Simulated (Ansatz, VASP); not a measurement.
# One calculation of AgCl, two programs

Contents of INCAR:

```
SYSTEM = AgCl
ALGO = Normal
EDIFF = 1E-7
ENCUT = 520
GGA = PS
ISIF = 2
ISMEAR = -1
LASPH = .TRUE.
LCHARG = .FALSE.
LREAL = .FALSE.
LWAVE = .FALSE.
NBANDS = 16
NELM = 60
PREC = Accurate
SIGMA = 0.01
```

Contents of KPOINTS:

```
k-points
0
G
  9 9 9
  0 0 0
```

POSCAR

```
AgCl
1.0
    3.4051147197      0.0000000000      0.0000000000
    0.0000000000      3.4051147197      0.0000000000
    0.0000000000      0.0000000000      3.4051147197
Ag Cl
1 1
Direct
    0.0000000000      0.0000000000      0.0000000000
    0.5000000000      0.5000000000      0.5000000000
```

Input for Ansatz:

```yaml
crystal:
  lattice:
    - [3.4051147197, 0.0, 0.0]
    - [0.0, 3.4051147197, 0.0]
    - [0.0, 0.0, 3.4051147197]
  atoms:
    - { symbol: Ag, position: [0.0, 0.0, 0.0] }
    - { symbol: Cl, position: [0.5, 0.5, 0.5] }
kpoints:
  mp_grid: { grid: [9, 9, 9] }
scf:
  occupations: { method: fermi_dirac, width: 0.01 }
hamiltonian:
  xc: pbesol
  pseudopotentials: { kind: all_electron, lapw: { basis_error: 0.001 } }
output:
  forces: true
  stress: true
  eigenvalues: true
```

Change from the starting cell: volume scaled by 0.975.

Alike in both runs: task single point; functional PBEsol; k mesh 9 × 9 × 9; occupations fermi-dirac, width 0.01 eV; no spin polarisation.

|  | VASP | Ansatz |
| --- | --- | --- |
| version | VASP 6.6.1 | Ansatz 0.2.0 |
| potentials or method | VASP PAW PBE potentials, release 64 (Ag, Cl), cutoff 520 eV | all-electron LAPW, scalar-relativistic |

VASP gave:

```
gap on the k mesh at the Fermi level (eV) : 0.45
pressure (GPa)                            : -3.7
```

Problem. What did Ansatz give for the same quantities?

Solution. gap on the k mesh at the Fermi level (eV): 0.45; pressure (GPa): -3.6.

VASP's potentials were made for PBE, not for PBEsol. Ansatz ran all-electron here, and VASP with PAW potentials.
